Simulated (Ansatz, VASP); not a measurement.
## AlN: VASP beside Ansatz

INCAR

```
PREC     = Accurate       # precision mode
ENCUT    = 600            # plane-wave cutoff, eV
EDIFF    = 1E-6           # SCF threshold, eV
ISMEAR   = 0              # smearing method
SIGMA    = 0.01           # smearing width, eV
LREAL    = False          # projectors in reciprocal space
LASPH    = True           # aspherical terms in the spheres
NELM     = 120            # most SCF steps
ALGO     = Normal         # electronic algorithm
ISIF     = 2              # what is computed and relaxed
LWAVE    = False          # write WAVECAR
LCHARG   = False          # write CHGCAR
GGA      = PS             # functional
NBANDS   = 16             # bands
GGA_COMPAT= False
```

The input KPOINTS:

```
Automatic mesh
0
Gamma
  9 9 4
```

The input POSCAR:

```
AlN
1.0
    3.1449155735      0.0000000000      0.0000000000
   -1.5724577868      2.7235767794      0.0000000000
    0.0000000000      0.0000000000      4.9525023395
Al N
2 2
Direct
    0.3333333333      0.6666666667     -0.0014953288
    0.6666666667      0.3333333333      0.4985046712
    0.3333333333      0.6666666667      0.3834953288
    0.6666666667      0.3333333333      0.8834953288
```

Input for Ansatz:

```yaml
crystal:
  lattice:
    - [3.1449155735, 0.0, 0.0]
    - [-1.5724577868, 2.7235767794, 0.0]
    - [0.0, 0.0, 4.9525023395]
  atoms:
    - { symbol: Al, position: [0.3333333333, 0.6666666667, -0.0014953288] }
    - { symbol: Al, position: [0.6666666667, 0.3333333333, 0.4985046712] }
    - { symbol: "N", position: [0.3333333333, 0.6666666667, 0.3834953288] }
    - { symbol: "N", position: [0.6666666667, 0.3333333333, 0.8834953288] }
basis:
  ecutwfc: 420
kpoints:
  mp_grid: { grid: [9, 9, 4] }
  band_path:
    path:
      - [0.0, 0.0, 0.0]
      - [0.0, 0.0, 0.0]
      - [0.0, 0.0, 0.0]
      - [0.0, 0.0, 0.0]
      - [0.0, 0.0, 0.0]
      - [0.0, 0.0, 0.0]
      - [0.0, 0.0, 0.0]
      - [0.0, 0.0, 0.0]
      - [0.0, 0.0, 0.0]
      - [0.0, 0.0, 0.0]
      - [0.0, 0.0, 0.0]
      - [0.0, 0.0, 0.0]
      - [0.0, 0.0, 0.0]
      - [0.0, 0.0, 0.0]
      - [0.0, 0.0, 0.0]
      - [0.0, 0.0, 0.0]
      - [0.0, 0.0, 0.0]
      - [0.0, 0.0, 0.0]
      - [0.0, 0.0, 0.0]
      - [0.0, 0.0, 0.0]
      - [0.0, 0.0, 0.0]
      - [0.0, 0.0, 0.0]
      - [0.0, 0.0, 0.0]
      - [0.0, 0.0, 0.0]
      - [0.0, 0.0, 0.0]
      - [0.0, 0.0, 0.0]
      - [0.3, 0.0, 0.0]
      - [0.3166666667, 0.0, 0.0]
      - [0.3333333333, 0.0, 0.0]
      - [0.35, 0.0, 0.0]
      - [0.3666666667, 0.0, 0.0]
      - [0.3833333333, 0.0, 0.0]
      - [0.4, 0.0, 0.0]
      - [0.4166666667, 0.0, 0.0]
      - [0.4333333333, 0.0, 0.0]
      - [0.45, 0.0, 0.0]
      - [0.4666666667, 0.0, 0.0]
      - [0.4833333333, 0.0, 0.0]
      - [0.5, 0.0, 0.0]
      - [0.5, 0.0, 0.0]
      - [0.5, 0.0, 0.0416666667]
      - [0.5, 0.0, 0.0833333333]
      - [0.5, 0.0, 0.125]
      - [0.5, 0.0, 0.1666666667]
      - [0.5, 0.0, 0.2083333333]
      - [0.5, 0.0, 0.25]
      - [0.5, 0.0, 0.2916666667]
      - [0.5, 0.0, 0.3333333333]
      - [0.5, 0.0, 0.375]
      - [0.5, 0.0, 0.4166666667]
      - [0.5, 0.0, 0.4583333333]
      - [0.5, 0.0, 0.5]
      - [0.3333333333, 0.3333333333, 0.0]
      - [0.3333333333, 0.3333333333, 0.0]
      - [0.3333333333, 0.3333333333, 0.0]
      - [0.3333333333, 0.3333333333, 0.0]
      - [0.3333333333, 0.3333333333, 0.0]
      - [0.3333333333, 0.3333333333, 0.0]
      - [0.3333333333, 0.3333333333, 0.0]
      - [0.3333333333, 0.3333333333, 0.0]
      - [0.3333333333, 0.3333333333, 0.0]
      - [0.3333333333, 0.3333333333, 0.0]
      - [0.3333333333, 0.3333333333, 0.0]
      - [0.3333333333, 0.3333333333, 0.0]
      - [0.3333333333, 0.3333333333, 0.0]
      - [0.0, 0.0, 0.5]
      - [0.0, 0.0, 0.5]
      - [0.0, 0.0, 0.5]
      - [0.0, 0.0, 0.5]
      - [0.0, 0.0, 0.5]
      - [0.0, 0.0, 0.5]
      - [0.0, 0.0, 0.5]
      - [0.0, 0.0, 0.5]
      - [0.0, 0.0, 0.5]
      - [0.0, 0.0, 0.5]
      - [0.0, 0.0, 0.5]
      - [0.0, 0.0, 0.5]
      - [0.0, 0.0, 0.5]
    npoints: 1
hamiltonian:
  xc: pbesol
scf:
  occupations: { method: fixed }
  n_extra_bands: 6
output:
  eigenvalues: true
```

Alike in both runs: task single point; functional PBEsol; k mesh 9 × 9 × 4; no spin polarisation.

```csv
,VASP,Ansatz
version,VASP 6.6.1,Ansatz 0.2.0
potentials or method,"VASP PAW PBE potentials, release 64 (Al, N), cutoff 600 eV","scalar-relativistic, plane waves, PAW"
occupations,"gaussian, width 0.01 eV",fixed
valence electrons in the cell,16,16
```

VASP gave:

- gap on the k mesh at the Fermi level (eV): 3.91
- least direct gap on the mesh (eV): 3.91

Estimate Ansatz's values.

gap on the k mesh at the Fermi level (eV): 3.89; least direct gap on the mesh (eV): 3.89.

VASP's potentials were made for PBE, not for PBEsol.
